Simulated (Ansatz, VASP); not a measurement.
# Pb: VASP beside Ansatz

The input INCAR:

```
SYSTEM = Pb
PREC = Accurate
ENCUT = 500
EDIFF = 1E-6
ISMEAR = -1
SIGMA = 0.05
LREAL = .FALSE.
LASPH = .TRUE.
NELM = 120
ALGO = Normal
ISIF = 2
LWAVE = .FALSE.
LCHARG = .FALSE.
GGA = PE
NBANDS = 13
GGA_COMPAT = .FALSE.
```

Contents of KPOINTS:

```
regular mesh
0
G
  9 9 9
  0 0 0
```

The input POSCAR:

```
Pb
1.0
   -1.9927702770      1.9927702770      1.9927702770
    1.9927702770     -1.9927702770      1.9927702770
    1.9927702770      1.9927702770     -1.9927702770
Pb
1
Direct
    0.0000000000      0.0000000000      0.0000000000
```

The input input.yaml:

```yaml
crystal:
  lattice:
    - [-1.992770277, 1.992770277, 1.992770277]
    - [1.992770277, -1.992770277, 1.992770277]
    - [1.992770277, 1.992770277, -1.992770277]
  atoms:
    - { symbol: Pb, position: [0.0, 0.0, 0.0] }
hamiltonian:
  xc: pbe
  pseudopotentials: { kind: paw, azcp: { folder: soft_1 } }
kpoints:
  mp_grid: { grid: [9, 9, 9] }
scf:
  occupations: { method: fermi_dirac, width: 0.05 }
output:
  forces: true
  stress: true
  eigenvalues: true
  write_density: true
  write_potential: true
  elf: true
  volumetric_format: npy
```

Alike in both runs: task single point; functional PBE; k mesh 9 × 9 × 9; occupations fermi-dirac, width 0.05 eV; no spin polarisation.

```csv
,VASP,Ansatz
version,VASP 6.6.1,Ansatz 0.2.0
potentials or method,"VASP PAW PBE potentials, release 64 (Pb_d)",Ansatz PAW soft_1
plane-wave cutoff (eV),500,420
valence electrons in the cell,14,14
```

```tsv
	VASP	Ansatz	Ansatz less VASP
gap on the k mesh at the Fermi level (eV)	none	none	-
pressure (GPa)	-0.1	0.0	+0.08
```

A gap of «none» marks a metal or a gap that the smearing closes.

Neither program's run includes spin-orbit coupling.
